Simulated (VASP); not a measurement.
# SrVO3 (Pm-3m) in VASP: a series of runs, part 2 of 3

VASP 6.6.1.

## (3) Single point, PBE+U, collinear spin, ferromagnetic start

INCAR

```
SYSTEM = SrVO3
ALGO     = Normal         ! electronic algorithm
EDIFF    = 1E-6           ! SCF threshold, eV
ENCUT    = 910            ! plane-wave cutoff, eV
GGA      = PE             ! functional
GGA_COMPAT= .FALSE.      
ISIF     = 2              ! what is computed and relaxed
ISMEAR   = -1             ! smearing method
ISPIN    = 2              ! spin polarisation
LASPH    = .TRUE.         ! aspherical terms in the spheres
LCHARG   = .TRUE.         ! write CHGCAR
LDAU     = .TRUE.         ! DFT+U
LDAUJ    = 0 0 0        
LDAUL    = -1 2 -1        ! shell
LDAUPRINT= 1            
LDAUTYPE = 2            
LDAUU    = 0 6.2 0        ! U, eV
LELF     = .TRUE.         ! ELF
LMAXMIX  = 4              ! l up to which the mixer works
LORBIT   = 11             ! projections on sites
LREAL    = .FALSE.        ! projectors in reciprocal space
LVHAR    = .TRUE.       
LWAVE    = .FALSE.        ! write WAVECAR
MAGMOM   = 0 0.47 0 0 0   ! initial moments
NBANDS   = 32             ! bands
NELM     = 200            ! most SCF steps
NUPDOWN  = 0.47           ! fixed moment
PREC     = Accurate       ! precision mode
SIGMA    = 0.1            ! smearing width, eV
```

KPOINTS

```
k-points
0
G
  5 5 5
  0 0 0
```

POSCAR

```
SrVO3
1.0
    3.8425000000      0.0000000000      0.0000000000
    0.0000000000      3.8425000000      0.0000000000
    0.0000000000      0.0000000000      3.8425000000
Sr V O
1 1 3
Direct
    0.0000000000      0.0000000000      0.0000000000
    0.5000000000      0.5000000000      0.5000000000
    0.5000000000      0.0000000000      0.5000000000
    0.0000000000      0.5000000000      0.5000000000
    0.5000000000      0.5000000000      0.0000000000
```

Potentials or basis: VASP PAW PBE potentials, release 64 (Sr_sv, V_sv, O_h).

Run with:

```sh
$ cat potpaw_PBE.64/Sr_sv/POTCAR potpaw_PBE.64/V_sv/POTCAR potpaw_PBE.64/O_h/POTCAR > POTCAR
$ mpirun -np 1 vasp_std > vasp.out
```

OUTCAR:

```text
SYSTEM = SrVO3
   EDIFF = 1E-6
   ENCUT = 910
   GGA = PE
   ISIF = 2
   ISMEAR = -1
   ISPIN = 2
   LASPH = .TRUE.
   LORBIT = 11
   LREAL = .FALSE.
   NELM = 200
   NUPDOWN = 0.47
   PREC = Accurate

 ion  position               nearest neighbor table
   1  0.000  0.000  0.000-   3 2.72   4 2.72   5 2.72   3 2.72   4 2.72   4 2.72   5 2.72   4 2.72
                             3 2.72   5 2.72   3 2.72   5 2.72   2 3.33   2 3.33   2 3.33   2 3.33
   2  0.500  0.500  0.500-   3 1.92   4 1.92   5 1.92   5 1.92   3 1.92   4 1.92   1 3.33   1 3.33
                             1 3.33   1 3.33   1 3.33   1 3.33   1 3.33   1 3.33
   3  0.500  0.000  0.500-   2 1.92   2 1.92   1 2.72   1 2.72   1 2.72   1 2.72
   4  0.000  0.500  0.500-   2 1.92   2 1.92   1 2.72   1 2.72   1 2.72   1 2.72
   5  0.500  0.500  0.000-   2 1.92   2 1.92   1 2.72   1 2.72   1 2.72   1 2.72

  LATTYP: Found a simple cubic cell.
 ALAT       =     3.8425000000

  Lattice vectors:

 A1 = (   3.8425000000,   0.0000000000,   0.0000000000)
 A2 = (   0.0000000000,   3.8425000000,   0.0000000000)
 A3 = (   0.0000000000,   0.0000000000,   3.8425000000)

Analysis of symmetry for initial positions (statically):
=====================================================================
 Subroutine PRICEL returns:
 Original cell was already a primitive cell.

 Routine SETGRP: Setting up the symmetry group for a
 simple cubic supercell.

 Subroutine GETGRP returns: Found 48 space group operations
 (whereof 48 operations were pure point group operations)
 out of a pool of 48 trial point group operations.

The static configuration has the point symmetry O_h .

Analysis of symmetry for dynamics (positions and initial velocities):
=====================================================================
 Subroutine PRICEL returns:
 Original cell was already a primitive cell.

 Routine SETGRP: Setting up the symmetry group for a
 simple cubic supercell.

 Subroutine GETGRP returns: Found 48 space group operations
 (whereof 48 operations were pure point group operations)
 out of a pool of 48 trial point group operations.

The dynamic configuration has the point symmetry O_h .

Analysis of structural, dynamic, and magnetic symmetry:
=====================================================================
 Subroutine PRICEL returns:
 Original cell was already a primitive cell.

 Routine SETGRP: Setting up the symmetry group for a
 simple cubic supercell.

 Subroutine GETGRP returns: Found 48 space group operations
 (whereof 48 operations were pure point group operations)
 out of a pool of 48 trial point group operations.

The overall configuration has the point symmetry O_h .

 Subroutine INISYM returns: Found 48 space group operations
 (whereof 48 operations are pure point group operations),
 and found     1 'primitive' translations

----------------------------------------------------------------------------------------

[... 141 lines left out ...]
 -0.0000 -0.0000  0.2827  0.0000 -0.0000
  0.0000  0.0000  0.0000  0.1816 -0.0000
 -0.0000 -0.0000 -0.0000 -0.0000  0.2827

 occupancies and eigenvectors

  o =  0.1816  v =  0.0000  0.0000  0.0000  0.0000  0.0000  0.0000 -0.1459  0.0000 -0.9893  0.0000      0.0000  0.0000  0.0000  0.0000  0.0000  0.0000  0.0000  0.0000  0.0000  0.0000
  o =  0.1816  v =  0.0000  0.0000  0.0000  0.0000  0.0000  0.0000  0.9893  0.0000 -0.1459 -0.0000      0.0000  0.0000  0.0000  0.0000  0.0000  0.0000  0.0000  0.0000  0.0000  0.0000
  o =  0.1816  v =  0.0000  0.0000  0.0000  0.0000  0.0000  1.0000  0.0000  0.0000  0.0000  0.0000      0.0000  0.0000  0.0000  0.0000  0.0000  0.0000  0.0000  0.0000  0.0000  0.0000
  o =  0.2827  v =  0.0000  0.0000  0.0000  0.0000  0.0000  0.0000 -0.0000 -0.0004 -0.0000 -1.0000      0.0000  0.0000  0.0000  0.0000  0.0000  0.0000  0.0000  0.0000  0.0000  0.0000
  o =  0.2827  v =  0.0000  0.0000  0.0000  0.0000  0.0000  0.0000 -0.0000  1.0000  0.0000 -0.0004      0.0000  0.0000  0.0000  0.0000  0.0000  0.0000  0.0000  0.0000  0.0000  0.0000
  o =  0.2987  v =  0.0000  0.0000  0.0050  0.0000  1.0000  0.0000  0.0000  0.0000  0.0000  0.0000      0.0000  0.0000  0.0000  0.0000  0.0000  0.0000  0.0000  0.0000  0.0000  0.0000
  o =  0.2987  v =  0.0000 -0.0000 -1.0000  0.0000  0.0050  0.0000  0.0000  0.0000  0.0000  0.0000      0.0000  0.0000  0.0000  0.0000  0.0000  0.0000  0.0000  0.0000  0.0000  0.0000
  o =  0.3683  v =  0.0000  1.0000 -0.0000 -0.0043 -0.0000  0.0000  0.0000  0.0000  0.0000  0.0000      0.0000  0.0000  0.0000  0.0000  0.0000  0.0000  0.0000  0.0000  0.0000  0.0000
  o =  0.3683  v =  0.0000  0.0043  0.0000  1.0000 -0.0000  0.0000  0.0000  0.0000  0.0000  0.0000      0.0000  0.0000  0.0000  0.0000  0.0000  0.0000  0.0000  0.0000  0.0000  0.0000
  o =  0.3683  v =  1.0000  0.0000  0.0000  0.0000  0.0000  0.0000  0.0000  0.0000  0.0000  0.0000      0.0000  0.0000  0.0000  0.0000  0.0000  0.0000  0.0000  0.0000  0.0000  0.0000

 number of electron      40.9999991 magnetization       0.4700001

 Free energy of the ion-electron system (eV)
  ---------------------------------------------------
  ext. energy  EPLUGINS =         0.00000000
  ---------------------------------------------------
  free energy    TOTEN  =       -33.03035658 eV

  energy without entropy =      -32.95673479  energy(sigma->0) =      -32.99354569

 E-fermi :   7.7224     XC(G=0): -11.5796

 val. band max:        7.2445154883   @ k =   0.4000   0.0000   0.0000
 cond. band min:       6.6814056357   @ k =   0.2000   0.2000   0.2000
 fundamental gap:     -0.5631098526
 Fermi energy:         6.5910177040

 spin component 1

 k-point     1 :       0.0000    0.0000    0.0000
  band No.  band energies     occupation
      1     -60.4059      1.00000
      2     -34.1961      1.00000
      3     -34.1961      1.00000
      4     -34.1961      1.00000
      5     -27.7232      1.00000
      6     -12.9578      1.00000
[... 339 lines left out ...]
     31      15.9706      0.00000
     32      19.3117      0.00000
 Fermi energy:         7.7223657104

 spin component 2

 k-point     1 :       0.0000    0.0000    0.0000
  band No.  band energies     occupation
      1     -59.7812      1.00000
      2     -33.5794      1.00000
      3     -33.5794      1.00000
      4     -33.5794      1.00000
      5     -27.7259      1.00000
      6     -13.0083      1.00000
[... 339 lines left out ...]
     31      15.9817      0.00000
     32      19.3057      0.00000

------------------------ aborting loop because EDIFF is reached ----------------------------------------

  FORCE on cell =-STRESS in cart. coord.  units (eV):
  Direction    XX          YY          ZZ          XY          YZ          ZX
  --------------------------------------------------------------------------------------
  -------------------------------------------------------------------------------------
  Total        3.2060350      3.2060350      3.2060350      0.0000000     -0.0000000      0.0000000
  in kB       90.5393175     90.5393175     90.5393175      0.0000000     -0.0000000      0.0000000
  external PRESSURE =      90.5393175 kB  Pullay stress =       0.0000000 kB

 VOLUME and BASIS-vectors are now :
 -----------------------------------------------------------------------------
  energy-cutoff  :      910.00
  volume of cell :       56.73
      direct lattice vectors                 reciprocal lattice vectors
     3.842500000  0.000000000  0.000000000     0.260247235  0.000000000  0.000000000
     0.000000000  3.842500000  0.000000000     0.000000000  0.260247235  0.000000000
     0.000000000  0.000000000  3.842500000     0.000000000  0.000000000  0.260247235

 POSITION                                       TOTAL-FORCE (eV/Angst)
 -----------------------------------------------------------------------------------
      0.00000      0.00000      0.00000         0.000000      0.000000      0.000000
      1.92125      1.92125      1.92125         0.000000      0.000000      0.000000
      1.92125      0.00000      1.92125         0.000000      0.000000      0.000000
      0.00000      1.92125      1.92125         0.000000      0.000000      0.000000
      1.92125      1.92125      0.00000         0.000000      0.000000      0.000000
 -----------------------------------------------------------------------------------
    total drift:                                0.000000      0.000000     -0.000000

  FREE ENERGIE OF THE ION-ELECTRON SYSTEM (eV)
  ---------------------------------------------------
  free  energy   TOTEN  =       -33.0303565838 eV

  energy  without entropy=      -32.9567347880  energy(sigma->0) =      -32.99354569

 total charge

# of ion       s       p       d       tot
------------------------------------------
    1        2.000   5.805   0.222   8.027
    2        2.298   6.366   2.779  11.443
    3        1.039   2.348   0.000   3.387
    4        1.039   2.348   0.000   3.387
    5        1.039   2.348   0.000   3.387
--------------------------------------------------
tot          7.416  19.215   3.001  29.632

 magnetization (x)

# of ion       s       p       d       tot
------------------------------------------
    1       -0.000  -0.002  -0.001  -0.003
    2        0.005   0.006   0.590   0.601
    3       -0.001  -0.031   0.000  -0.033
    4       -0.001  -0.031   0.000  -0.033
    5       -0.001  -0.031   0.000  -0.033
--------------------------------------------------
tot          0.001  -0.090   0.589   0.500
```

It took 52 s on 1 thread of Intel Xeon 6975P-C (Granite Rapids), shared host; peak memory 0.32 GiB.

What came out:

```yaml
Free_energy: -33.0304 eV
Pressure: 9.1 GPa
Net_moment: 0.47 μB per cell
Site_moments: Sr -0.00; V +0.60; O -0.03 μB
Valence_electrons_inside_the_program's_atomic_spheres: Sr 8.03; V 11.44; O 3.39
```

Eigenvalues of the final occupation matrices:
| site | spin | trace | eigenvalues |
| --- | --- | --- | --- |
| site 2 d | 1 | 1.70 | 0.30 0.30 0.37 0.37 0.37 |
| site 2 d | 2 | 1.11 | 0.18 0.18 0.18 0.28 0.28 |

Caveat: the cutoff is under 1.25 times the usual one of these potentials, so pressure, stress and relaxed cells hold a basis-set (Pulay) error; the cell stands under pressure; the total moment is fixed, so each spin has its own Fermi level.

[end of part 2 of 3]
